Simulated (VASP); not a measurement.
Input of a VASP 6.6.1 run:

The input INCAR:

```
  ALGO = Fast
  EDIFF = 1E-6
  ENCUT = 520
  GGA = PE
  ISIF = 2
  ISMEAR = 0
  LASPH = True
  LCHARG = False
  LREAL = False
  LWAVE = False
  NBANDS = 14
  NELM = 60
  PREC = Accurate
  SIGMA = 0.15
```

The input KPOINTS:

```
k-points
0
Gamma
  16 16 16
```

The input POSCAR:

```
AlNi
1.0
    2.0426321469     -2.0425983450      0.0000000000
    2.0426321469      2.0425983450      0.0000000000
    0.0000000000      0.0000000000      3.0551000000
Al Ni
1 1
Direct
    0.0000000000      0.0000000000      0.0000000000
    0.5000000000      0.5000000000      0.5000000000
```

Potentials or basis: VASP PAW PBE potentials, release 64 (Al, Ni).

Launch:

```sh
$ cat potpaw_PBE.64/Al/POTCAR potpaw_PBE.64/Ni/POTCAR > POTCAR
$ mpirun -np 1 vasp_std > vasp.out
```

Problem. Estimate the pressure.

Solution. -7.3 GPa.

Problem. Estimate the band gap on the k mesh.

Solution. Zero (an odd number of electrons rules out a gap without spin polarisation).

Stress tensor (GPa, compression positive):
```
-6.32  0.00  0.00
 0.00 -6.32  0.00
 0.00  0.00 -9.31
```

Caveat: the cell stands under tension. Spin polarisation is off, so any magnetic state and its effect on volume and gap are missing.
